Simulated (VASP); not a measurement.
# Mg (Fm-3m) in VASP: further runs

The runs below take Mg through single point, elastic constants, band structure, with AM05, BLYP.

Everything below comes from runs of VASP 6.6.1. Logs are shortened: lines on timing, memory, paths and dates and some standing lists are left out, and cuts for length are marked.

**1. The cell of the first run**

It takes space group Fm-3m (No. 225, cubic). The conventional cell has a = 4.489 Å, b = 4.489 Å, c = 4.489 Å, α = 90.00°, β = 90.00°, γ = 90.00°. Mg (site symmetry m-3m) has 12 Mg at 3.17 Å within 4.2 Å.

This isn't the form of Mg at room conditions, which is hcp.

**2. Single point, AM05**

POSCAR reads:

```
Mg
1.0
    0.0000000000      2.2442560000      2.2442560000
    2.2442560000      0.0000000000      2.2442560000
    2.2442560000      2.2442560000      0.0000000000
Mg
1
Direct
    0.0000000000      0.0000000000      0.0000000000
```

INCAR.step1 reads:

```
SYSTEM = Mg
GGA = AM ; ISMEAR = 1
SIGMA = 0.1 ; LWAVE = .False.
LCHARG = .True. ; NBANDS = 15
PREC = Accurate ; LASPH = .True.
LREAL = .False. ; ALGO = Normal
EDIFF = 1E-6 ; NELM = 120
GGA_COMPAT = .False. ; ENCUT = 450
```

KPOINTS.step1 reads:

```
k-points
0
Gamma
  12 12 12
```

INCAR.step2 reads:

```
SYSTEM = Mg
GGA = AM ; ISMEAR = -5
LWAVE = .False. ; LCHARG = .False.
NBANDS = 15 ; PREC = Accurate
LASPH = .True. ; LREAL = .False.
ALGO = Normal ; EDIFF = 1E-6
NELM = 120 ; GGA_COMPAT = .False.
ENCUT = 450 ; NEDOS = 4001
LORBIT = 11 ; EMIN = -14.3688
EMAX = 10.6312 ; ICHARG = 11
```

KPOINTS.step2 reads:

```
Automatic mesh
0
Gamma
  31 31 31
  0 0 0
```

Potentials or basis: VASP PAW PBE potentials, release 64 (Mg).

Run with:

```console
$ cat potpaw_PBE.64/Mg/POTCAR > POTCAR
$ cp INCAR.step1 INCAR
$ cp KPOINTS.step1 KPOINTS
$ mpirun -np 1 vasp_std > vasp.out
$ cp INCAR.step2 INCAR
$ cp KPOINTS.step2 KPOINTS
$ mpirun -np 1 vasp_std > vasp.out
```

OUTCAR:

```text
SYSTEM = Mg
   GGA = AM
   ISMEAR = -5
   PREC = Accurate
   LASPH = .True.
   LREAL = .False.
   EDIFF = 1E-6
   NELM = 120
   ENCUT = 450
   LORBIT = 11
   EMIN = -14.3688
   ICHARG = 11

 ion  position               nearest neighbor table
   1  0.000  0.000  0.000-

  LATTYP: Found a face centered cubic cell.
 ALAT       =     4.4885120000

  Lattice vectors:

 A1 = (   0.0000000000,   2.2442560000,   2.2442560000)
 A2 = (   2.2442560000,   0.0000000000,   2.2442560000)
 A3 = (   2.2442560000,   2.2442560000,   0.0000000000)

Analysis of symmetry for initial positions (statically):
=====================================================================
 Subroutine PRICEL returns:
 Original cell was already a primitive cell.

 Routine SETGRP: Setting up the symmetry group for a
 face centered cubic supercell.

 Subroutine GETGRP returns: Found 48 space group operations
 (whereof 48 operations were pure point group operations)
 out of a pool of 48 trial point group operations.

The static configuration has the point symmetry O_h .

Analysis of symmetry for dynamics (positions and initial velocities):
=====================================================================
 Subroutine PRICEL returns:
 Original cell was already a primitive cell.

 Routine SETGRP: Setting up the symmetry group for a
 face centered cubic supercell.

 Subroutine GETGRP returns: Found 48 space group operations
 (whereof 48 operations were pure point group operations)
 out of a pool of 48 trial point group operations.

The dynamic configuration has the point symmetry O_h .

 Subroutine INISYM returns: Found 48 space group operations
 (whereof 48 operations are pure point group operations),
 and found     1 'primitive' translations

----------------------------------------------------------------------------------------

                                     Primitive cell

  volume of cell :      22.6072

  direct lattice vectors                    reciprocal lattice vectors
     0.000000000  2.244256000  2.244256000    -0.222790983  0.222790983  0.222790983
     2.244256000  0.000000000  2.244256000     0.222790983 -0.222790983  0.222790983
     2.244256000  2.244256000  0.000000000     0.222790983  0.222790983 -0.222790983

  length of vectors
     3.173857273  3.173857273  3.173857273     0.385885302  0.385885302  0.385885302

  position of ions in fractional coordinates (direct lattice)
     0.000000000  0.000000000  0.000000000

  ion indices of the primitive-cell ions
   primitive index   ion index
                 1           1

----------------------------------------------------------------------------------------

 KPOINTS: Automatic mesh

Automatic generation of k-mesh.
 Grid dimensions read from file:
 generate k-points for:   31   31   31

 Generating k-lattice:

  Cartesian coordinates                     Fractional coordinates (reciprocal lattice)
    -0.007186806  0.007186806  0.007186806     0.032258065  0.000000000  0.000000000
     0.007186806 -0.007186806  0.007186806     0.000000000  0.032258065  0.000000000
     0.007186806  0.007186806 -0.007186806     0.000000000  0.000000000  0.032258065

  Length of vectors
     0.012447913  0.012447913  0.012447913

  Shift w.r.t. Gamma in fractional coordinates (k-lattice)
     0.000000000  0.000000000  0.000000000

 TETIRR: Found   3976 inequivalent tetrahedra from   178746

 Subroutine IBZKPT returns following result:
 ===========================================

 Found    816 irreducible k-points:

 Following reciprocal coordinates:
            Coordinates               Weight
  0.000000  0.000000  0.000000      1.000000
  0.032258  0.000000  0.000000      8.000000
  0.064516  0.000000  0.000000      8.000000
  0.096774  0.000000  0.000000      8.000000
  0.129032  0.000000  0.000000      8.000000
  0.161290  0.000000  0.000000      8.000000
[... 16 lines left out ...]
  0.225806  0.032258  0.000000     24.000000
  0.258065  0.032258  0.000000     24.000000
 [... further k-points ...]
   k-points           NKPTS =    816   k-points in BZ     NKDIM =    816   number of bands    NBANDS=     15
   number of dos      NEDOS =   4001   number of ions     NIONS =      1
   total plane-waves  NPLWV =  13824
   dimension x,y,z NGX =    24 NGY =   24 NGZ =   24
   dimension x,y,z NGXF=    48 NGYF=   48 NGZF=   48
   ions per type =               1
   NGX,Y,Z   is equivalent  to a cutoff of  12.57, 12.57, 12.57 a.u.
   NGXF,Y,Z  is equivalent  to a cutoff of  25.14, 25.14, 25.14 a.u.
 SYSTEM =  Mg
   PREC   = accura    normal or accurate (medium, high low for compatibility)
   ISTART =      0    job   : 0-new  1-cont  2-samecut
   ICHARG =     11    charge: 1-file 2-atom 10-const
   ISPIN  =      1    spin polarized calculation?
   LNONCOLLINEAR =      F non collinear calculations
   LSORBIT =      F    spin-orbit coupling
   LASPH  =      T    aspherical Exc in radial PAW
   ENCUT  =  450.0 eV  33.07 Ry    5.75 a.u.   5.49  5.49  5.49*2*pi/ulx,y,z
   NELM   =    120;   NELMIN=  2; NELMDL=  0     # of ELM steps
   EDIFF  = 0.1E-05   stopping-criterion for ELM
   LREAL  =      F    real-space projection
   EDIFFG = 0.1E-04   stopping-criterion for IOM
   NSW    =      0    number of steps for IOM
   IBRION =     -1    ionic relax: 0-MD 1-quasi-New 2-CG
   NFREE  =      0    steps in history (QN), initial steepest desc. (CG)
   ISIF   =      2    stress and relaxation
   ISYM   =      2    0-nonsym 1-usesym 2-fastsym
   POTIM  = 0.5000    time-step for ionic-motion
   TEBEG  =    0.0;   TEEND  =   0.0 temperature during run

   SCALEE = 1.0000    scale energy and forces
   PSTRESS=    0.0 pullay stress
   NELECT =       2.0000    total number of electrons
   NUPDOWN=      -1.0000    fix difference up-down
   EMIN   = -14.37;   EMAX   = 10.63  energy-range for DOS
   EFERMI =   0.00;   METHOD = LEGACY
   ISMEAR =    -5;   SIGMA  =   0.20  broadening in eV -4-tet -1-fermi 0-gaus
   EFERMI_NEDOS =   21; number of points for ismear=-14 and -15
   IALGO  =     38    algorithm
   IMIX   =      4    mixing-type and parameters
     AMIX     =   0.40;   BMIX     =  1.00
     AMIX_MAG =   1.60;   BMIX_MAG =  1.00
  volume/ion in A,a.u.               =      22.61       152.56
  Fermi-wavevector in a.u.,A,eV,Ry     =   0.729462  1.378483  7.239854  0.532114
  Thomas-Fermi vector in A             =   1.821189
   LORBIT       =     11    0 simple, 1 ext, 2 COOP (PROOUT), +10 PAW based schemes
   GGA     = AM    functional components
   LHFCALC =     F    Hartree Fock is set to
   AEXX    =    0.0000 exact exchange contribution
   IVDW    =     0    specifies the selected vdW correction
   LEPSILON=     F    determine dielectric tensor
   LRPA    =     F    only Hartree local field effects (RPA)

   CSHIFT  =0.1000    complex shift for real part using Kramers Kronig

   OMEGAMAX=  -1.0    maximum frequency
 non-spin polarized calculation
 Fermi weights with tetrahedron method with Bloechl corrections
  energy-cutoff  :      450.00
  volume of cell :       22.61
 maximum number of plane-waves:       531
 NGX is ok and might be reduce to    24

 number of electron       2.0000000 magnetization

 Free energy of the ion-electron system (eV)
  ---------------------------------------------------
  ext. energy  EPLUGINS =         0.00000000
  ---------------------------------------------------
  free energy    TOTEN  =        -1.61976792 eV

  energy without entropy =       -1.61976792  energy(sigma->0) =       -1.61976792

 E-fermi :   2.6716     XC(G=0):  -8.5568

 val. band max:        2.7013946531   @ k =  -0.4194   0.4516   0.0323
 cond. band min:       2.6494515704   @ k =  -0.3548   0.2903   0.1290
 fundamental gap:     -0.0519430828
 Fermi energy:         2.6716471305

 k-point     1 :       0.0000    0.0000    0.0000
  band No.  band energies     occupation
      1      -4.2899      2.00000
      2      15.1407      0.00000
      3      15.1407      0.00000
      4      15.1407      0.00000
      5      17.1832      0.00000
      6      17.1832      0.00000
      7      17.1832      0.00000
      8      17.4718      0.00000
      9      21.0929      0.00000
     10      21.0929      0.00000
     11      22.1997      0.00000
     12      24.7693      0.00000
     13      24.7693      0.00000

 k-point     2 :       0.0323    0.0000    0.0000
  band No.  band energies     occupation
      1      -4.2665      2.00000
      2      14.6412      0.00000
      3      15.0811      0.00000
      4      15.0811      0.00000
      5      17.2430      0.00000
      6      17.2821      0.00000
      7      17.2821      0.00000
      8      17.8732      0.00000
      9      20.9208      0.00000
     10      20.9208      0.00000
     11      22.1851      0.00000
     12      24.8451      0.00000
     13      24.9853      0.00000

 k-point     3 :       0.0645    0.0000    0.0000
  band No.  band energies     occupation
      1      -4.1965      2.00000
      2      13.6787      0.00000
      3      14.9307      0.00000
      4      14.9307      0.00000
      5      17.1671      0.00000
      6      17.5505      0.00000
      7      17.5505      0.00000
      8      18.7994      0.00000
      9      20.4927      0.00000
     10      20.4927      0.00000
     11      22.1227      0.00000
     12      25.0958      0.00000
     13      25.5449      0.00000
[... 305 lines left out ...]
 k-point    23 :       0.2258    0.0323    0.0000
  band No.  band energies     occupation
      1      -3.2363      2.00000
      2       8.7743      0.00000
      3      13.5985      0.00000
      4      14.3117      0.00000
      5      16.7805      0.00000
      6      17.1696      0.00000
      7      18.4047      0.00000
      8      19.2760      0.00000
      9      20.5034      0.00000
     10      20.7841      0.00000
     11      23.7941      0.00000
     12      29.0343      0.00000
     13      29.3791      0.00000

 k-point    24 :       0.2581    0.0323    0.0000
  band No.  band energies     occupation
      1      -2.9057      2.00000
      2       7.7809      0.00000
      3      13.4836      0.00000
      4      14.1970      0.00000
      5      16.5791      0.00000
      6      16.7510      0.00000
      7      17.8961      0.00000
      8      19.8483      0.00000
      9      20.4554      0.00000
     10      21.1706      0.00000
     11      24.7388      0.00000
     12      30.3652      0.00000
     13      30.4568      0.00000

 [... further k-points ...]

 [bands above 13 left out]

------------------------ aborting loop because EDIFF is reached ----------------------------------------

  FORCE on cell =-STRESS in cart. coord.  units (eV):
  Direction    XX          YY          ZZ          XY          YZ          ZX
  --------------------------------------------------------------------------------------
  -------------------------------------------------------------------------------------
  Total        0.0254804      0.0254804      0.0254804      0.0000000      0.0000000     -0.0000000
  in kB        1.8057993      1.8057993      1.8057993      0.0000000      0.0000000     -0.0000000
  external PRESSURE =       1.8057993 kB  Pullay stress =       0.0000000 kB

 VOLUME and BASIS-vectors are now :
 -----------------------------------------------------------------------------
  energy-cutoff  :      450.00
  volume of cell :       22.61
      direct lattice vectors                 reciprocal lattice vectors
     0.000000000  2.244256000  2.244256000    -0.222790983  0.222790983  0.222790983
     2.244256000  0.000000000  2.244256000     0.222790983 -0.222790983  0.222790983
     2.244256000  2.244256000  0.000000000     0.222790983  0.222790983 -0.222790983

 POSITION                                       TOTAL-FORCE (eV/Angst)
 -----------------------------------------------------------------------------------
      0.00000      0.00000      0.00000         0.000000      0.000000     -0.000000
 -----------------------------------------------------------------------------------
    total drift:                               -0.000000      0.000000      0.000000

  FREE ENERGIE OF THE ION-ELECTRON SYSTEM (eV)
  ---------------------------------------------------
  free  energy   TOTEN  =        -1.6197679187 eV

  energy  without entropy=       -1.6197679187  energy(sigma->0) =       -1.61976792

 total charge

# of ion       s       p       d       tot
------------------------------------------
    1        0.209   0.126   0.012   0.347
```

Run time: 48 s. Hardware: 1 thread of Intel Xeon Platinum 8559C (Emerald Rapids), shared host; peak memory 0.28 GiB.

Results:

* Valence electrons inside the program's atomic spheres: Mg 0.35
* Density of states at the Fermi level: 0.45 states/eV/atom

Levels at points of the mesh, in eV from the Fermi level:
```csv
k point,band 1,band 2,band 3,band 4
"(0.00, 0.00, 0.00)",-6.96,12.47,12.47,12.47
```

Caveat: the PAW data sets were made with another functional, which shifts forces and pressure a little; tetrahedron occupations give inexact forces and stress in metals.

[end of part 1 of 2]
